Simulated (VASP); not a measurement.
A run of VASP 6.6.1:

INCAR

```
ALGO     = Normal         # electronic algorithm
EDIFF    = 1E-6           # SCF threshold, eV
ENCUT    = 520            # plane-wave cutoff, eV
GGA      = PE             # functional
ISIF     = 2              # what is computed and relaxed
ISMEAR   = 0              # smearing method
LASPH    = T              # aspherical terms in the spheres
LCHARG   = T              # write CHGCAR
LELF     = T              # ELF
LREAL    = F              # projectors in reciprocal space
LVHAR    = T            
LWAVE    = F              # write WAVECAR
NBANDS   = 24             # bands
NELM     = 80             # most SCF steps
PREC     = Accurate       # precision mode
SIGMA    = 0.1            # smearing width, eV
```

Contents of KPOINTS:

```
k-points
0
Gamma
  6 6 4
```

The input POSCAR:

```
GaGeO
1.0
    2.0361082552     -2.0361649897      0.0000000000
    2.0361082552      2.0361649897      0.0000000000
    0.0000000000      0.0000000000      5.4745696294
Ga Ge O
1 1 1
Direct
    0.5000000000      0.5000000000      0.0000000000
    0.5000000000      0.5000000000      0.5000000000
    0.0000000000      0.0000000000      0.0000000000
```

Potentials or basis: VASP PAW PBE potentials, release 64 (Ga_d, Ge_d, O).

Run with:

```console
$ cat potpaw_PBE.64/Ga_d/POTCAR potpaw_PBE.64/Ge_d/POTCAR potpaw_PBE.64/O/POTCAR > POTCAR
$ mpirun -np 1 vasp_std > vasp.out
```

Hardware: 1 thread of Intel Xeon 8259CL (shared host).

Task: Estimate the wall time of this run.

Result: Wall time 73 s on 1 thread of Intel Xeon 8259CL, on a shared host, peak memory 0.19 GiB. Counts: scf iterations 13, k points 39.
